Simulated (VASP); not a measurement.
## C: single point with PBE+D3(BJ)

Slab: C, a slab with vacuum.

```
C
1.0
     2.46572    0.00000    0.00000
    -1.23286    2.13538    0.00000
     0.00000    0.00000   17.50000
C
4
Direct
  0.33333 0.66667 0.25714
  0.66667 0.33333 0.25714
  0.33333 0.16667 0.46057
  0.66667 0.83333 0.46057
```

```
Program                : VASP 6.6.1
Task                   : single point
Functional             : PBE
Dispersion             : D3(BJ)
Potentials or basis    : VASP PAW PBE potentials, release 64 (C)
Cutoff                 : 520 eV
k mesh                 : 15 × 15 × 1
Occupations            : gaussian, width 0.1 eV
Spin                   : no spin polarisation
Dipole correction      : yes
Further INCAR settings : ALGO = Normal; EDIFF = 1e-06; NBANDS = 16
```

```
Largest force              : 0.016 eV/Å
Band gap on the k mesh     : 0.16 eV, direct
Dispersion energy per atom : -0.115 eV
```

Forces in eV/Å, atoms in the order of the input:
```
C    0.001  0.001  0.016
C   -0.001 -0.001  0.016
C    0.001  0.001 -0.016
C   -0.001 -0.001 -0.016
```

Levels at points of the mesh, in eV from the valence-band top:
```tsv
k point	band 5	band 6	band 7	band 8	band 9	band 10	band 11	band 12
(0.00, 0.00, 0.00)	-2.96	-2.96	-2.95	-2.95	3.44	3.92	4.81	6.45
```

Run time: 60 s on 1 thread of Intel(R) Xeon(R) 6975P-C (Granite Rapids), on a shared host, peak memory 0.23 GiB.
